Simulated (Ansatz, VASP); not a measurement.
**MgH2: VASP beside Ansatz**

File INCAR:

```
SYSTEM = MgH2
ALGO     = Normal         ! electronic algorithm
EDIFF    = 1E-7           ! SCF threshold, eV
EDIFFG   = -0.08          ! ionic threshold
ENCUT    = 600            ! plane-wave cutoff, eV
GGA      = PE             ! functional
GGA_COMPAT= .False.      
IBRION   = 2              ! ionic algorithm
ISIF     = 3              ! what is computed and relaxed
ISMEAR   = 0              ! smearing method
LASPH    = .True.         ! aspherical terms in the spheres
LCHARG   = .False.        ! write CHGCAR
LREAL    = .False.        ! projectors in reciprocal space
LWAVE    = .False.        ! write WAVECAR
NELM     = 120            ! most SCF steps
NELMIN   = 4            
NSW      = 36             ! ionic steps
PREC     = Accurate       ! precision mode
SIGMA    = 0.15           ! smearing width, eV
```

KPOINTS

```
k-points
0
Gamma
  5 5 5
  0 0 0
```

File POSCAR:

```
MgH2
1.0
    0.0000000000      2.6101326100      2.6101326100
    2.6101326100      0.0000000000      2.6101326100
    2.6101326100      2.6101326100      0.0000000000
Mg H
1 2
Direct
    0.2500000000      0.2500000000      0.2500000000
    0.0000000000      0.0000000000      0.0000000000
    0.7500000000      0.7500000000      0.7500000000
```

Input for Ansatz:

```yaml
crystal:
  lattice:
    - [0.0, 2.61013261, 2.61013261]
    - [2.61013261, 0.0, 2.61013261]
    - [2.61013261, 2.61013261, 0.0]
  atoms:
    - { symbol: Mg, position: [0.25, 0.25, 0.25] }
    - { symbol: H, position: [0.0, 0.0, 0.0] }
    - { symbol: H, position: [0.75, 0.75, 0.75] }
basis:
  ecutwfc: 420
kpoints:
  mp_grid: { grid: [5, 5, 5] }
hamiltonian:
  xc: pbe
scf:
  occupations: { method: gaussian, width: 0.15 }
  lower_state_search: "off"
output:
  forces: true
  stress: true
  eigenvalues: true
relax:
  adjacent_minimum: "off"
  f_tol: 0.08
  max_steps: 16
  cell: { stress_tol: 0.8 }
```

Alike in both runs: task relaxation of cell and atoms; functional PBE; k mesh 5 × 5 × 5; occupations gaussian, width 0.15 eV; no spin polarisation.

|  | VASP | Ansatz |
| --- | --- | --- |
| version | VASP 6.6.1 | Ansatz 0.2.0 |
| potentials or method | VASP PAW PBE potentials, release 64 (Mg, H), cutoff 600 eV | scalar-relativistic, plane waves, PAW |
| valence electrons in the cell | 4 | 12 |

```tsv
	VASP	Ansatz	Ansatz less VASP
gap on the k mesh at the Fermi level, each at its own relaxed structure (eV)	none	none	-
relaxed volume (Å³/atom)	8.60	8.46	-0.132
relaxed cell length with the largest relative difference (Å)	3.316	3.299	-0.0171
```

A gap of «none» marks a metal or a gap that the smearing closes. VASP's potentials hold 4 valence electrons a cell and Ansatz's 12, so a difference there can come from the potentials and not from the codes.

The k mesh is coarse, so the values compare programs but aren't converged. Noted on VASP's run: the volume moved by over 15 % at a fixed basis, so the end points are rough.
